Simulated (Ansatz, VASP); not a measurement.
## CoO: VASP beside Ansatz

The input INCAR:

```
  PREC = Accurate
  ENCUT = 520
  EDIFF = 1E-6
  ISMEAR = 0
  SIGMA = 0.02
  LREAL = False
  LASPH = True
  NELM = 150
  ALGO = Normal
  ISIF = 2
  LWAVE = False
  LCHARG = False
  ISPIN = 2
  MAGMOM = 0.5 0
  LORBIT = 11
  LMAXMIX = 4
  LDAU = True
  LDAUTYPE = 2
  LDAUL = 2 -1
  LDAUU = 3.32 0
  LDAUJ = 0 0
  LDAUPRINT = 1
  GGA = PE
  NBANDS = 18
```

KPOINTS

```
Automatic mesh
0
Gamma
  14 14 14
```

POSCAR

```
CoO
1.0
    0.0000000000      2.3192549574      2.3192549574
    2.3192549574      0.0000000000      2.3192549574
    2.3192549574      2.3192549574      0.0000000000
Co O
1 1
Direct
    0.0000000000      0.0000000000      0.0000000000
    0.2500000000      0.2500000000      0.2500000000
```

Input for Ansatz:

```yaml
crystal:
  lattice:
    - [0.0, 2.3192549574, 2.3192549574]
    - [2.3192549574, 0.0, 2.3192549574]
    - [2.3192549574, 2.3192549574, 0.0]
  atoms:
    - { symbol: Co, position: [0.0, 0.0, 0.0], spin: 0.5 }
    - { symbol: O, position: [0.25, 0.25, 0.25] }
basis:
  ecutwfc: 420
kpoints:
  mp_grid: { grid: [14, 14, 14] }
hamiltonian:
  xc: pbe
  hubbard: { sites: [{ species: Co, l: d, u_eff: 3.32 }] }
scf:
  occupations: { method: gaussian, width: 0.02 }
output:
  forces: true
  stress: true
  eigenvalues: true
  populations: true
magnetization:
  spin_polarized: true
```

Alike in both runs: task single point; functional PBE; k mesh 14 × 14 × 14; occupations gaussian, width 0.02 eV; collinear spin; Hubbard terms Co d U = 3.32 eV.

|  | VASP | Ansatz |
| --- | --- | --- |
| version | VASP 6.6.1 | Ansatz 0.2.0 |
| potentials or method | VASP PAW PBE potentials, release 64 (Co, O), cutoff 520 eV | scalar-relativistic, plane waves, PAW |
| valence electrons in the cell | 15 | 23 |

|  | VASP | Ansatz | Ansatz less VASP |
| --- | --- | --- | --- |
| gap on the k mesh at the Fermi level (eV) | 0.59 | 0.43 | -0.154 |
| least direct gap on the mesh (eV) | 0.59 | 0.43 | -0.154 |
| pressure (GPa) | -1.7 | 0.0 | +1.72 |
| net moment per atom (μB) | 1.50 | 1.50 | 0.000 |
| size of the moment on the site where the two differ most (μB) | 2.71 | 2.48 | -0.226 |

Site moments also hang on the region over which each program counts them. The programs project onto different local orbitals, so the same U acts differently, and such runs can settle in different states. VASP's potentials hold 15 valence electrons a cell and Ansatz's 23, so a difference there can come from the potentials and not from the codes.
